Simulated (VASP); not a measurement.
# ZnSe2 (Pa-3) in VASP: electric field gradients with LDA

Aim: the electric field gradients of ZnSe2 with LDA.

Everything below comes from runs of VASP 6.6.1. Logs are shortened: lines on timing, memory, paths and dates and some standing lists are left out, and cuts for length are marked.

### 1 The cell of the first run

The structure is cubic, space group Pa-3 (No. 205). The conventional cell has a = 6.173 Å, b = 6.173 Å, c = 6.173 Å, α = 90.00°, β = 90.00°, γ = 90.00°. Within 3.4 Å of Zn (site symmetry -3) lie 6 Se at 2.59 Å. Se (site symmetry 3) has 1 Se at 2.37 Å and 3 Zn at 2.59 Å within 3.1 Å.

### 2 Electric field gradients, LDA

INCAR

```
SYSTEM = ZnSe2
  ALGO = Normal
  EDIFF = 1E-8
  ENCUT = 520
  ISIF = 2
  ISMEAR = 0
  LASPH = .TRUE.
  LCHARG = .FALSE.
  LEFG = .TRUE.
  LREAL = .FALSE.
  LWAVE = .FALSE.
  NBANDS = 60
  NELM = 80
  PREC = Accurate
  SIGMA = 0.01
```

KPOINTS

```
k-points
0
G
  6 6 6
  0 0 0
```

POSCAR

```
ZnSe2
1.0
    6.1726348114      0.0000000000      0.0000000000
    0.0000000000      6.1726348114      0.0000000000
    0.0000000000      0.0000000000      6.1726348114
Zn Se
4 8
Direct
    0.5000000000      0.5000000000      0.0000000000
    0.5000000000      0.0000000000      0.5000000000
    0.0000000000      0.5000000000      0.5000000000
    0.0000000000      0.0000000000      0.0000000000
    0.1106348264      0.8893651736      0.3893651736
    0.8893651736      0.3893651736      0.1106348264
    0.3893651736      0.1106348264      0.8893651736
    0.6106348264      0.6106348264      0.6106348264
    0.8893651736      0.1106348264      0.6106348264
    0.1106348264      0.6106348264      0.8893651736
    0.6106348264      0.8893651736      0.1106348264
    0.3893651736      0.3893651736      0.3893651736
```

Potentials or basis: VASP PAW LDA potentials, release 64 (Zn, Se).

Launch:

```
$ cat potpaw_LDA.64/Zn/POTCAR potpaw_LDA.64/Se/POTCAR > POTCAR
$ mpirun -np 1 vasp_std > vasp.out
```

OUTCAR:

```text
SYSTEM = ZnSe2
   EDIFF = 1E-8
   ENCUT = 520
   ISIF = 2
   ISMEAR = 0
   LASPH = .TRUE.
   LREAL = .FALSE.
   NELM = 80
   PREC = Accurate

 ion  position               nearest neighbor table
   1  0.500  0.500  0.000-   6 2.59   7 2.59   8 2.59  10 2.59  11 2.59  12 2.59
   2  0.500  0.000  0.500-   5 2.59   7 2.59   8 2.59   9 2.59  11 2.59  12 2.59
   3  0.000  0.500  0.500-   5 2.59   6 2.59   8 2.59   9 2.59  10 2.59  12 2.59
   4  0.000  0.000  0.000-   5 2.59   6 2.59   7 2.59   9 2.59  10 2.59  11 2.59
   5  0.111  0.889  0.389-   9 2.37   3 2.59   4 2.59   2 2.59
   6  0.889  0.389  0.111-  10 2.37   3 2.59   4 2.59   1 2.59
   7  0.389  0.111  0.889-  11 2.37   2 2.59   4 2.59   1 2.59
   8  0.611  0.611  0.611-  12 2.37   2 2.59   3 2.59   1 2.59
   9  0.889  0.111  0.611-   5 2.37   3 2.59   4 2.59   2 2.59
  10  0.111  0.611  0.889-   6 2.37   3 2.59   4 2.59   1 2.59
  11  0.611  0.889  0.111-   7 2.37   2 2.59   4 2.59   1 2.59
  12  0.389  0.389  0.389-   8 2.37   2 2.59   3 2.59   1 2.59

  LATTYP: Found a simple cubic cell.
 ALAT       =     6.1726348114

  Lattice vectors:

 A1 = (   6.1726348114,   0.0000000000,   0.0000000000)
 A2 = (   0.0000000000,   6.1726348114,   0.0000000000)
 A3 = (   0.0000000000,   0.0000000000,   6.1726348114)

Analysis of symmetry for initial positions (statically):
=====================================================================
 Subroutine PRICEL returns:
 Original cell was already a primitive cell.

 Routine SETGRP: Setting up the symmetry group for a
 simple cubic supercell.

 Subroutine GETGRP returns: Found 24 space group operations
 (whereof  6 operations were pure point group operations)
 out of a pool of 48 trial point group operations.

The static configuration has the point symmetry S_6 .
 The point group associated with its full space group is T_h .

Analysis of symmetry for dynamics (positions and initial velocities):
=====================================================================
 Subroutine PRICEL returns:
 Original cell was already a primitive cell.

 Routine SETGRP: Setting up the symmetry group for a
 simple cubic supercell.

 Subroutine GETGRP returns: Found 24 space group operations
 (whereof  6 operations were pure point group operations)
 out of a pool of 48 trial point group operations.

The dynamic configuration has the point symmetry S_6 .
 The point group associated with its full space group is T_h .

 Subroutine INISYM returns: Found 24 space group operations
 (whereof  6 operations are pure point group operations),
 and found     1 'primitive' translations

----------------------------------------------------------------------------------------

                                     Primitive cell

  volume of cell :     235.1862

  direct lattice vectors                    reciprocal lattice vectors
     6.172634811  0.000000000  0.000000000     0.162005372  0.000000000  0.000000000
     0.000000000  6.172634811  0.000000000     0.000000000  0.162005372  0.000000000
     0.000000000  0.000000000  6.172634811     0.000000000  0.000000000  0.162005372

  length of vectors
     6.172634811  6.172634811  6.172634811     0.162005372  0.162005372  0.162005372

  position of ions in fractional coordinates (direct lattice)
     0.500000000  0.500000000  0.000000000
     0.500000000  0.000000000  0.500000000
     0.000000000  0.500000000  0.500000000
     0.000000000  0.000000000  0.000000000
     0.110634826  0.889365174  0.389365174
     0.889365174  0.389365174  0.110634826
     0.389365174  0.110634826  0.889365174
     0.610634826  0.610634826  0.610634826
     0.889365174  0.110634826  0.610634826
     0.110634826  0.610634826  0.889365174
     0.610634826  0.889365174  0.110634826
     0.389365174  0.389365174  0.389365174

  ion indices of the primitive-cell ions
   primitive index   ion index
                 1           1
                 2           2
                 3           3
                 4           4
                 5           5
                 6           6
                 7           7
                 8           8
                 9           9
                10          10
                11          11
                12          12
[... 99 lines left out ...]
   IVDW    =     0    specifies the selected vdW correction
   LEPSILON=     F    determine dielectric tensor
   LRPA    =     F    only Hartree local field effects (RPA)
 non-spin polarized calculation
 Gauss-broadening in eV      SIGMA  =   0.01
  energy-cutoff  :      520.00
  volume of cell :      235.19
 maximum number of plane-waves:      6382
 NGX is ok and might be reduce to    48
   NGX = 23   NGY = 23   NGZ = 23

 number of electron      95.9999867 magnetization

 Free energy of the ion-electron system (eV)
  ---------------------------------------------------
  ext. energy  EPLUGINS =         0.00000000
  ---------------------------------------------------
  free energy    TOTEN  =       -44.83332982 eV

  energy without entropy =      -44.83332982  energy(sigma->0) =      -44.83332982

 E-fermi :   4.5914     XC(G=0): -10.6401

 val. band max:        4.4989111616   @ k =   0.0000   0.0000   0.0000
 cond. band min:       5.1570238478   @ k =   0.1667   0.1667   0.1667
 fundamental gap:      0.6581126863
 Fermi energy:         4.5914336051

 k-point     1 :       0.0000    0.0000    0.0000
  band No.  band energies     occupation
      1     -11.4058      2.00000
      2     -10.1412      2.00000
      3     -10.1412      2.00000
      4     -10.1412      2.00000
      5      -7.9549      2.00000
      6      -7.9549      2.00000
[... 1501 lines left out ...]
     59       8.9617      0.00000
     60       8.9617      0.00000

------------------------ aborting loop because EDIFF is reached ----------------------------------------

  FORCE on cell =-STRESS in cart. coord.  units (eV):
  Direction    XX          YY          ZZ          XY          YZ          ZX
  --------------------------------------------------------------------------------------
  -------------------------------------------------------------------------------------
  Total        0.5083002      0.5083002      0.5083002      0.0000000      0.0000000      0.0000000
  in kB        3.4627341      3.4627341      3.4627341      0.0000000      0.0000000      0.0000000
  external PRESSURE =       3.4627341 kB  Pullay stress =       0.0000000 kB

 VOLUME and BASIS-vectors are now :
 -----------------------------------------------------------------------------
  energy-cutoff  :      520.00
  volume of cell :      235.19
      direct lattice vectors                 reciprocal lattice vectors
     6.172634811  0.000000000  0.000000000     0.162005372  0.000000000  0.000000000
     0.000000000  6.172634811  0.000000000     0.000000000  0.162005372  0.000000000
     0.000000000  0.000000000  6.172634811     0.000000000  0.000000000  0.162005372

 POSITION                                       TOTAL-FORCE (eV/Angst)
 -----------------------------------------------------------------------------------
      3.08632      3.08632      0.00000         0.000000     -0.000000     -0.000000
      3.08632      0.00000      3.08632         0.000000     -0.000000     -0.000000
      0.00000      3.08632      3.08632         0.000000     -0.000000     -0.000000
      0.00000      0.00000      0.00000         0.000000     -0.000000     -0.000000
      0.68291      5.48973      2.40341         0.015587     -0.015587     -0.015587
      5.48973      2.40341      0.68291        -0.015587     -0.015587      0.015587
      2.40341      0.68291      5.48973        -0.015587      0.015587     -0.015587
      3.76923      3.76923      3.76923         0.015587      0.015587      0.015587
      5.48973      0.68291      3.76923        -0.015587      0.015587      0.015587
      0.68291      3.76923      5.48973         0.015587      0.015587     -0.015587
      3.76923      5.48973      0.68291         0.015587     -0.015587      0.015587
      2.40341      2.40341      2.40341        -0.015587     -0.015587     -0.015587
 -----------------------------------------------------------------------------------
    total drift:                                0.000000      0.000000     -0.000000

  FREE ENERGIE OF THE ION-ELECTRON SYSTEM (eV)
  ---------------------------------------------------
  free  energy   TOTEN  =       -44.8333298216 eV

  energy  without entropy=      -44.8333298216  energy(sigma->0) =      -44.83332982

 Electric field gradients (V/A^2)
---------------------------------------------------------------------
 ion       V_xx      V_yy      V_zz      V_xy      V_xz      V_yz
---------------------------------------------------------------------
   1      -0.000     0.000     0.000    -3.771    -3.771     3.771
   2      -0.000     0.000     0.000     3.771    -3.771    -3.771
   3      -0.000     0.000     0.000    -3.771     3.771    -3.771
   4      -0.000     0.000     0.000     3.771     3.771     3.771
   5      -0.000     0.000    -0.000  -219.251  -219.251   219.251
   6      -0.000     0.000    -0.000   219.251  -219.251  -219.251
   7      -0.000     0.000    -0.000  -219.251   219.251  -219.251
   8      -0.000     0.000    -0.000   219.251   219.251   219.251
   9       0.000    -0.000    -0.000  -219.251  -219.251   219.251
  10      -0.000     0.000    -0.000   219.251  -219.251  -219.251
  11      -0.000    -0.000    -0.000  -219.251   219.251  -219.251
  12      -0.000     0.000    -0.000   219.251   219.251   219.251
---------------------------------------------------------------------

 Electric field gradients after diagonalization (V/A^2)
 (convention: |V_zz| > |V_xx| > |V_yy|)
----------------------------------------------------------------------
 ion       V_xx      V_yy      V_zz     asymmetry (V_yy - V_xx)/ V_zz
----------------------------------------------------------------------
   1      -3.771    -3.771     7.542       0.000
   2      -3.771    -3.771     7.542       0.000
   3      -3.771    -3.771     7.542       0.000
   4      -3.771    -3.771     7.542       0.000
   5    -219.251  -219.251   438.502       0.000
   6    -219.251  -219.251   438.502       0.000
   7    -219.251  -219.251   438.502       0.000
   8    -219.251  -219.251   438.502       0.000
   9    -219.251  -219.251   438.502       0.000
  10    -219.251  -219.251   438.502       0.000
  11    -219.251  -219.251   438.502       0.000
  12    -219.251  -219.251   438.502       0.000
----------------------------------------------------------------------

           NMR quadrupolar parameters

 Cq : quadrupolar parameter    Cq=e*Q*V_zz/h
 eta: asymmetry parameters     (V_yy - V_xx)/ V_zz
 Q  : nuclear electric quadrupole moment in mb (millibarn)
----------------------------------------------------------------------
 ion       Cq(MHz)       eta       Q (mb)
----------------------------------------------------------------------
   1       0.018       0.000       1.000
   2       0.018       0.000       1.000
   3       0.018       0.000       1.000
   4       0.018       0.000       1.000
   5       1.060       0.000       1.000
   6       1.060       0.000       1.000
   7       1.060       0.000       1.000
   8       1.060       0.000       1.000
   9       1.060       0.000       1.000
  10       1.060       0.000       1.000
  11       1.060       0.000       1.000
  12       1.060       0.000       1.000
----------------------------------------------------------------------
```

Wall time 13 min (1 thread of AMD EPYC 7R13, shared host); peak memory 0.41 GiB.

Results:

* Free energy: -44.8333 eV
* Pressure: 0.3 GPa
* Largest force: 0.027 eV/Å
* Band gap on the k mesh: 0.66 eV (least direct gap 0.71 eV)
* Largest electric field gradient by atom: Zn +7.5; Se +438.5 V/Å²

Forces in eV/Å, atoms in the order of the input:
```
Zn   0.000  0.000  0.000
Zn   0.000  0.000  0.000
Zn   0.000  0.000  0.000
Zn   0.000  0.000  0.000
Se   0.016 -0.016 -0.016
Se  -0.016 -0.016  0.016
Se  -0.016  0.016 -0.016
Se   0.016  0.016  0.016
Se  -0.016  0.016  0.016
Se   0.016  0.016 -0.016
Se   0.016 -0.016  0.016
Se  -0.016 -0.016 -0.016
```

Electric field gradients, principal values (V/Å²):
```
 atom     least    middle  greatest (by size)
 1 Zn    -3.771    -3.771               7.542
 2 Zn    -3.771    -3.771               7.542
 3 Zn    -3.771    -3.771               7.542
 4 Zn    -3.771    -3.771               7.542
 5 Se  -219.251  -219.251             438.502
 6 Se  -219.251  -219.251             438.502
 7 Se  -219.251  -219.251             438.502
 8 Se  -219.251  -219.251             438.502
 9 Se  -219.251  -219.251             438.502
10 Se  -219.251  -219.251             438.502
11 Se  -219.251  -219.251             438.502
12 Se  -219.251  -219.251             438.502
```

Caveat: semilocal functionals underestimate gaps, and a narrow one can read as zero; without QUAD_EFG the Cq values of the log hold for a quadrupole moment of 1 mb, not for the nuclei. A k mesh can miss the band edges.
